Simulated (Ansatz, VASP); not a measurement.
## WS2 in VASP and in Ansatz

INCAR

```
PREC = Accurate
ENCUT = 520
EDIFF = 1E-6
ISMEAR = 0
SIGMA = 0.05
LREAL = False
LASPH = True
NELM = 100
ALGO = Normal
ISIF = 2
LWAVE = False
LCHARG = True
LDIPOL = True
IDIPOL = 3
DIPOL = 0.5 0.5 0.394
GGA = PE
IVDW = 12
LELF = True
LVHAR = True
LVACPOTAV = True
NBANDS = 35
```

Contents of KPOINTS:

```
Automatic mesh
0
Gamma
  9 9 1
```

POSCAR

```
WS2
1.0
    3.1595456682      0.0000000000      0.0000000000
   -1.5797728341      2.7362468131      0.0000000000
    0.0000000000      0.0000000000     23.8042574330
S W
4 2
Direct
    0.3333333333      0.6666666667      0.1890418137
    0.3333333333      0.6666666667      0.3214605092
    0.5000000000      1.3333333333      0.4659724735
    0.5000000000      1.3333333333      0.5983911690
    0.6666666667      0.3333333333      0.2552511584
    0.1666666667      1.6666666667      0.5321818182
```

Input for Ansatz:

```yaml
crystal:
  lattice:
    - [3.1595456682, 0.0, 0.0]
    - [-1.5797728341, 2.7362468131, 0.0]
    - [0.0, 0.0, 23.804257433]
  atoms:
    - { symbol: S, position: [0.3333333333, 0.6666666667, 0.1890418137] }
    - { symbol: W, position: [0.6666666667, 0.3333333333, 0.2552511584] }
    - { symbol: S, position: [0.3333333333, 0.6666666667, 0.3214605092] }
    - { symbol: S, position: [0.5, 1.3333333333, 0.4659724735] }
    - { symbol: W, position: [0.1666666667, 1.6666666667, 0.5321818182] }
    - { symbol: S, position: [0.5, 1.3333333333, 0.598391169] }
basis:
  ecutwfc: 420
kpoints:
  mp_grid: { grid: [9, 9, 1] }
hamiltonian:
  xc: pbe
  pseudopotentials: { kind: paw, azcp: { folder: soft_1 } }
  dispersion: d3bj
scf:
  occupations: { method: gaussian, width: 0.05 }
output:
  forces: true
  eigenvalues: true
efield:
  axis: 3
  dipole_correction: true
  ramp_width: 0.04
```

Alike in both runs: task single point; functional PBE; dispersion D3(BJ); k mesh 9 × 9 × 1; occupations gaussian, width 0.05 eV; no spin polarisation.

```csv
,VASP,Ansatz
version,VASP 6.6.1,Ansatz 0.2.0
potentials or method,"VASP PAW PBE potentials, release 64 (S, W_sv), cutoff 520 eV","scalar-relativistic, plane waves, PAW"
valence electrons in the cell,52,52
```

```tsv
	VASP	Ansatz	Ansatz less VASP
gap on the k mesh at the Fermi level (eV)	1.75	1.74	-0.015
least direct gap on the mesh (eV)	1.90	1.90	-0.003
rms of the force components (eV/Å)	0.025	0.025	-0.0003
```

Spin-orbit coupling is off throughout.
